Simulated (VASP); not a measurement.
# GaP (I-4m2) in VASP: notebook

The runs below take GaP through single point, with PBE, r2SCAN.

Everything below comes from runs of VASP 6.6.1. Logs are shortened: lines on timing, memory, paths and dates and some standing lists are left out, and cuts for length are marked.

## Step 1: The cell of the first run

Symmetry: I-4m2, No. 119, tetragonal system. The conventional cell has a = 3.700 Å, b = 3.700 Å, c = 5.633 Å, α = 90.00°, β = 90.00°, γ = 90.00°. Within 3.1 Å of Ga (site symmetry -4m2) lie 4 P at 2.33 Å. Within 3.1 Å of P (site symmetry -4m2) lie 4 Ga at 2.33 Å.

## Step 2: Single point, PBE (epitaxial xy strain -4.0%)

File INCAR:

```
ALGO     = Normal         # electronic algorithm
EDIFF    = 1E-6           # SCF threshold, eV
ENCUT    = 520            # plane-wave cutoff, eV
GGA      = PE             # functional
ISIF     = 2              # what is computed and relaxed
ISMEAR   = -1             # smearing method
LASPH    = True           # aspherical terms in the spheres
LCHARG   = False          # write CHGCAR
LREAL    = False          # projectors in reciprocal space
LWAVE    = False          # write WAVECAR
NBANDS   = 16             # bands
NELM     = 100            # most SCF steps
PREC     = Accurate       # precision mode
SIGMA    = 0.02           # smearing width, eV
```

File KPOINTS:

```
k-points
0
Gamma
  8 8 8
```

File POSCAR:

```
GaP
1.0
    0.0000000000      2.6163833159      2.8167230051
    2.6163833159      0.0000000000      2.8167230051
    2.6163833159      2.6163833159      0.0000000000
Ga P
1 1
Direct
    0.0000000000      0.0000000000      0.0000000000
    0.2500000000      0.2500000000      0.2500000000
```

Potentials or basis: VASP PAW PBE potentials, release 64 (Ga_d, P).

On the command line:

```sh
cat potpaw_PBE.64/Ga_d/POTCAR potpaw_PBE.64/P/POTCAR > POTCAR
mpirun -np 1 vasp_std > vasp.out
```

OUTCAR:

```text
EDIFF = 1E-6
   ENCUT = 520
   GGA = PE
   ISIF = 2
   ISMEAR = -1
   LASPH = True
   LREAL = False
   NELM = 100
   PREC = Accurate

 ion  position               nearest neighbor table
   1  0.000  0.000  0.000-   2 2.33   2 2.33   2 2.33   2 2.33
   2  0.250  0.250  0.250-   1 2.33   1 2.33   1 2.33   1 2.33

  LATTYP: Found a body centered tetragonal cell.
 ALAT       =     3.7001247697
 C/A-ratio  =     1.5225016346

  Lattice vectors:

 A1 = (  -2.6163833159,   0.0000000000,   2.8167230051)
 A2 = (   2.6163833159,   0.0000000000,   2.8167230051)
 A3 = (   0.0000000000,   2.6163833159,  -2.8167230051)

Analysis of symmetry for initial positions (statically):
=====================================================================
 Subroutine PRICEL returns:
 Original cell was already a primitive cell.

 Routine SETGRP: Setting up the symmetry group for a
 body centered tetragonal supercell.

 Subroutine GETGRP returns: Found  8 space group operations
 (whereof  8 operations were pure point group operations)
 out of a pool of 16 trial point group operations.

The static configuration has the point symmetry D_2d.

Analysis of symmetry for dynamics (positions and initial velocities):
=====================================================================
 Subroutine PRICEL returns:
 Original cell was already a primitive cell.

 Routine SETGRP: Setting up the symmetry group for a
 body centered tetragonal supercell.

 Subroutine GETGRP returns: Found  8 space group operations
 (whereof  8 operations were pure point group operations)
 out of a pool of 16 trial point group operations.

The dynamic configuration has the point symmetry D_2d.

 Subroutine INISYM returns: Found  8 space group operations
 (whereof  8 operations are pure point group operations),
 and found     1 'primitive' translations

----------------------------------------------------------------------------------------

                                     Primitive cell

  volume of cell :      38.5635

  direct lattice vectors                    reciprocal lattice vectors
     0.000000000  2.616383316  2.816723005    -0.191103497  0.191103497  0.177511242
     2.616383316  0.000000000  2.816723005     0.191103497 -0.191103497  0.177511242
     2.616383316  2.616383316  0.000000000     0.191103497  0.191103497 -0.177511242

  length of vectors
     3.844397241  3.844397241  3.700124770     0.323343987  0.323343987  0.323343987

  position of ions in fractional coordinates (direct lattice)
     0.000000000  0.000000000  0.000000000
     0.250000000  0.250000000  0.250000000

  ion indices of the primitive-cell ions
   primitive index   ion index
                 1           1
                 2           2

----------------------------------------------------------------------------------------

 KPOINTS: k-points

Automatic generation of k-mesh.
 Grid dimensions read from file:
 generate k-points for:    8    8    8

 Generating k-lattice:

  Cartesian coordinates                     Fractional coordinates (reciprocal lattice)
    -0.023887937  0.023887937  0.022188905     0.125000000  0.000000000  0.000000000
     0.023887937 -0.023887937  0.022188905     0.000000000  0.125000000  0.000000000
     0.023887937  0.023887937 -0.022188905    -0.000000000 -0.000000000  0.125000000

  Length of vectors
     0.040417998  0.040417998  0.040417998

  Shift w.r.t. Gamma in fractional coordinates (k-lattice)
     0.000000000  0.000000000  0.000000000

 Subroutine IBZKPT returns following result:
 ===========================================

 Found     59 irreducible k-points:

 Following reciprocal coordinates:
            Coordinates               Weight
  0.000000  0.000000  0.000000      1.000000
  0.125000 -0.000000  0.000000      8.000000
  0.250000 -0.000000  0.000000      8.000000
  0.375000  0.000000  0.000000      8.000000
  0.500000 -0.000000  0.000000      4.000000
  0.125000  0.125000  0.000000      2.000000
[... 16 lines left out ...]
  0.250000 -0.000000  0.125000     16.000000
  0.375000  0.000000  0.125000     16.000000
 [... further k-points ...]
   k-points           NKPTS =     59   k-points in BZ     NKDIM =     59   number of bands    NBANDS=     16
   number of dos      NEDOS =    301   number of ions     NIONS =      2
   total plane-waves  NPLWV =  25200
   dimension x,y,z NGX =    30 NGY =   30 NGZ =   28
   dimension x,y,z NGXF=    60 NGYF=   60 NGZF=   56
   ions per type =               1   1
   NGX,Y,Z   is equivalent  to a cutoff of  12.97, 12.97, 12.58 a.u.
   NGXF,Y,Z  is equivalent  to a cutoff of  25.95, 25.95, 25.16 a.u.
 SYSTEM =  unknown system
   PREC   = accura    normal or accurate (medium, high low for compatibility)
   ISTART =      0    job   : 0-new  1-cont  2-samecut
   ICHARG =      2    charge: 1-file 2-atom 10-const
   ISPIN  =      1    spin polarized calculation?
   LNONCOLLINEAR =      F non collinear calculations
   LSORBIT =      F    spin-orbit coupling
   LASPH  =      T    aspherical Exc in radial PAW
   ENCUT  =  520.0 eV  38.22 Ry    6.18 a.u.   7.15  7.15  6.88*2*pi/ulx,y,z
   NELM   =    100;   NELMIN=  2; NELMDL= -5     # of ELM steps
   EDIFF  = 0.1E-05   stopping-criterion for ELM
   LREAL  =      F    real-space projection
   EDIFFG = 0.1E-04   stopping-criterion for IOM
   NSW    =      0    number of steps for IOM
   IBRION =     -1    ionic relax: 0-MD 1-quasi-New 2-CG
   NFREE  =      0    steps in history (QN), initial steepest desc. (CG)
   ISIF   =      2    stress and relaxation
   ISYM   =      2    0-nonsym 1-usesym 2-fastsym
   POTIM  = 0.5000    time-step for ionic-motion
   TEBEG  =    0.0;   TEEND  =   0.0 temperature during run
   PSTRESS=    0.0 pullay stress
   NELECT =      18.0000    total number of electrons
   NUPDOWN=      -1.0000    fix difference up-down
   EMIN   =  10.00;   EMAX   =-10.00  energy-range for DOS
   EFERMI =   0.00;   METHOD = LEGACY
   ISMEAR =    -1;   SIGMA  =   0.02  broadening in eV -4-tet -1-fermi 0-gaus
   EFERMI_NEDOS =   21; number of points for ismear=-14 and -15
   IALGO  =     38    algorithm
   IMIX   =      4    mixing-type and parameters
     AMIX     =   0.40;   BMIX     =  1.00
     AMIX_MAG =   1.60;   BMIX_MAG =  1.00
  volume/ion in A,a.u.               =      19.28       130.12
  Fermi-wavevector in a.u.,A,eV,Ry     =   1.269911  2.399784 21.941770  1.612675
  Thomas-Fermi vector in A             =   2.402927
   LORBIT       =      0    0 simple, 1 ext, 2 COOP (PROOUT), +10 PAW based schemes
   GGA     = PE    functional components
   LHFCALC =     F    Hartree Fock is set to
   AEXX    =    0.0000 exact exchange contribution
   IVDW    =     0    specifies the selected vdW correction
   LEPSILON=     F    determine dielectric tensor
   LRPA    =     F    only Hartree local field effects (RPA)
 non-spin polarized calculation
  energy-cutoff  :      520.00
  volume of cell :       38.56
 maximum number of plane-waves:      1058
 NGX is ok and might be reduce to    30
   NGX = 15   NGY = 15   NGZ = 13

 number of electron      17.9999997 magnetization

 Free energy of the ion-electron system (eV)
  ---------------------------------------------------
  ext. energy  EPLUGINS =         0.00000000
  ---------------------------------------------------
  free energy    TOTEN  =        -9.02405192 eV

  energy without entropy =       -9.02405192  energy(sigma->0) =       -9.02405192

 E-fermi :   5.7143     XC(G=0): -10.0621

 val. band max:        5.3226737801   @ k =   0.0000   0.0000   0.0000
 cond. band min:       6.5122053442   @ k =   0.3750   0.0000   0.3750
 fundamental gap:      1.1895315641
 Fermi energy:         5.7142567821

 k-point     1 :       0.0000    0.0000    0.0000
  band No.  band energies     occupation
      1      -9.5001      2.00000
      2      -9.4757      2.00000
      3      -9.4757      2.00000
      4      -9.3746      2.00000
      5      -9.3684      2.00000
      6      -7.6937      2.00000
[... 8 lines left out ...]
     15      14.4543      0.00000
     16      15.7282      0.00000

 k-point     2 :       0.1250   -0.0000    0.0000
  band No.  band energies     occupation
      1      -9.5061      2.00000
      2      -9.4815      2.00000
      3      -9.4705      2.00000
      4      -9.3755      2.00000
      5      -9.3671      2.00000
      6      -7.4775      2.00000
[... 8 lines left out ...]
     15      14.9173      0.00000
     16      15.1563      0.00000

 k-point     3 :       0.2500   -0.0000    0.0000
  band No.  band energies     occupation
      1      -9.5386      2.00000
      2      -9.4741      2.00000
      3      -9.4593      2.00000
      4      -9.3764      2.00000
      5      -9.3624      2.00000
      6      -6.8651      2.00000
[... 8 lines left out ...]
     15      14.4093      0.00000
     16      15.4274      0.00000

 k-point     4 :       0.3750    0.0000    0.0000
  band No.  band energies     occupation
      1      -9.5702      2.00000
      2      -9.4659      2.00000
      3      -9.4508      2.00000
      4      -9.3746      2.00000
      5      -9.3546      2.00000
      6      -6.0027      2.00000
[... 8 lines left out ...]
     15      15.3334      0.00000
     16      15.9766      0.00000
[... 324 lines left out ...]
 k-point    22 :       0.1250    0.0000    0.1250
  band No.  band energies     occupation
      1      -9.5048      2.00000
      2      -9.4874      2.00000
      3      -9.4667      2.00000
      4      -9.3798      2.00000
      5      -9.3645      2.00000
      6      -7.3933      2.00000
[... 8 lines left out ...]
     15      14.7381      0.00000
     16      15.6895      0.00000

 k-point    23 :       0.2500   -0.0000    0.1250
  band No.  band energies     occupation
      1      -9.5367      2.00000
      2      -9.4725      2.00000
      3      -9.4569      2.00000
      4      -9.3847      2.00000
      5      -9.3594      2.00000
      6      -6.9019      2.00000
[... 8 lines left out ...]
     15      14.9150      0.00000
     16      16.6607      0.00000

 k-point    24 :       0.3750    0.0000    0.1250
  band No.  band energies     occupation
      1      -9.5671      2.00000
      2      -9.4607      2.00000
      3      -9.4486      2.00000
      4      -9.3846      2.00000
      5      -9.3534      2.00000
      6      -6.0998      2.00000
[... 8 lines left out ...]
     15      15.8581      0.00000
     16      16.7257      0.00000

 [... further k-points ...]
[... 5 lines left out ...]
  --------------------------------------------------------------------------------------
  -------------------------------------------------------------------------------------
  Total        2.1823216      2.1823216      0.6794254      0.0000000      0.0000000      0.0000000
  in kB       90.6676701     90.6676701     28.2276988      0.0000000      0.0000000      0.0000000
  external PRESSURE =      69.8543463 kB  Pullay stress =       0.0000000 kB

 VOLUME and BASIS-vectors are now :
 -----------------------------------------------------------------------------
  energy-cutoff  :      520.00
  volume of cell :       38.56
      direct lattice vectors                 reciprocal lattice vectors
     0.000000000  2.616383316  2.816723005    -0.191103497  0.191103497  0.177511242
     2.616383316  0.000000000  2.816723005     0.191103497 -0.191103497  0.177511242
     2.616383316  2.616383316  0.000000000     0.191103497  0.191103497 -0.177511242

 POSITION                                       TOTAL-FORCE (eV/Angst)
 -----------------------------------------------------------------------------------
      0.00000      0.00000      0.00000         0.000000      0.000000     -0.000000
      1.30819      1.30819      1.40836        -0.000000     -0.000000      0.000000
 -----------------------------------------------------------------------------------
    total drift:                               -0.000001     -0.000001      0.000003

  FREE ENERGIE OF THE ION-ELECTRON SYSTEM (eV)
  ---------------------------------------------------
  free  energy   TOTEN  =        -9.0240519232 eV

  energy  without entropy=       -9.0240519232  energy(sigma->0) =       -9.02405192
```

Wall time 22 s (1 thread of AMD EPYC 9R45 (Zen 5), shared host); peak memory 0.15 GiB.

Results:

```
Free energy            : -9.0241 eV
Pressure               : 7.0 GPa
Band gap on the k mesh : 1.19 eV, indirect (least direct gap 2.02 eV)
```

Caveat: the cell differs from its parent crystal (epitaxial xy strain -4.0%).

## Step 3: Single point, PBE (epitaxial xy strain +2.0%)

File INCAR:

```
SYSTEM = GaP
PREC = Accurate
ENCUT = 520
EDIFF = 1E-7
ISMEAR = -1
SIGMA = 0.02
LREAL = .False.
LASPH = .True.
NELM = 100
ALGO = Normal
ISIF = 2
LWAVE = .False.
LCHARG = .False.
GGA = PE
NBANDS = 16
```

File KPOINTS:

```
regular mesh
0
Gamma
  8 8 8
  0 0 0
```

File POSCAR:

```
GaP
1.0
    0.0000000000      2.7799072732      2.6790345664
    2.7799072732      0.0000000000      2.6790345664
    2.7799072732      2.7799072732      0.0000000000
Ga P
1 1
Direct
    0.0000000000      0.0000000000      0.0000000000
    0.2500000000      0.2500000000      0.2500000000
```

Potentials or basis: VASP PAW PBE potentials, release 64 (Ga_d, P).

On the command line:

```sh
cat potpaw_PBE.64/Ga_d/POTCAR potpaw_PBE.64/P/POTCAR > POTCAR
mpirun -np 1 vasp_std > vasp.out
```

It took 26 s on 1 thread of AMD EPYC 9R45 (Zen 5), shared host; peak memory 0.16 GiB.

It converged, with:

```
Free energy            : -9.1167 eV
Pressure               : 0.6 GPa
Band gap on the k mesh : 1.33 eV, indirect (least direct gap 1.50 eV)
```

Stress tensor (GPa, compression positive):
```
-0.27  0.00  0.00
 0.00 -0.27  0.00
 0.00  0.00  2.26
```

Levels at points of the mesh, in eV from the valence-band top:
| k point | band 5 | band 6 | band 7 | band 8 | band 9 | band 10 | band 11 | band 12 | band 13 | band 14 |
| --- | --- | --- | --- | --- | --- | --- | --- | --- | --- | --- |
| (0.00, 0.00, 0.00) | -14.55 | -12.45 | -0.19 | -0.19 | 0.00 | 1.50 | 3.72 | 3.80 | 3.80 | 8.58 |
| (0.50, 0.00, 0.00) | -14.54 | -10.46 | -6.63 | -1.35 | -1.07 | 1.45 | 4.47 | 4.77 | 8.13 | 10.56 |
| (0.50, 0.50, 0.00) | -14.53 | -9.48 | -6.61 | -2.89 | -2.89 | 1.42 | 1.48 | 10.28 | 10.28 | 11.07 |
| (0.50, 0.00, 0.50) | -14.53 | -9.64 | -6.85 | -2.65 | -2.63 | 1.66 | 1.83 | 10.22 | 10.23 | 10.72 |

Caveat: the cell differs from its parent crystal (epitaxial xy strain +2.0%). A k mesh can miss the band edges.

(Continued in part 2 of 2.)
